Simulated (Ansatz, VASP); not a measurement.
## Mn: VASP beside Ansatz

```xyz
3
Lattice="3.8686 0.0000 0.0000 -1.9343 3.3503 0.0000 0.0000 0.0000 2.4341" Properties=species:S:1:pos:R:3 pbc="T T T"
Mn    1.9343    3.3503    0.0000
Mn    0.0000    2.2335    1.2170
Mn    1.9343    1.1168    1.2170
```

Alike in both runs: task single point; functional LDA; k mesh 11 × 11 × 15; occupations fermi-dirac, width 0.1 eV; no spin polarisation.

|  | VASP | Ansatz |
| --- | --- | --- |
| version | VASP 6.6.1 | Ansatz 0.2.0 |
| potentials or method | VASP PAW LDA potentials, release 64 (Mn_pv), cutoff 520 eV | plane waves (420 eV) with PAW, scalar-relativistic |
| valence electrons in the cell | 39 | 45 |

VASP gave:

| Property | Result |
| --- | --- |
| pressure (GPa) | -11.2 |
| traceless stress, the component that is largest in VASP (GPa) | 0.38 |

Q: What did Ansatz give for the same quantities?

A: Pressure (GPa): -11.7; traceless stress, the component that is largest in VASP (GPa): 0.56.

Ansatz warns that its potentials were made for another functional, while VASP's fit it. LDA's correlation is that of Perdew and Zunger in VASP and of Perdew and Wang (1992) in Ansatz. VASP's potentials hold 39 valence electrons a cell and Ansatz's 45, so a difference there can come from the potentials and not from the codes.
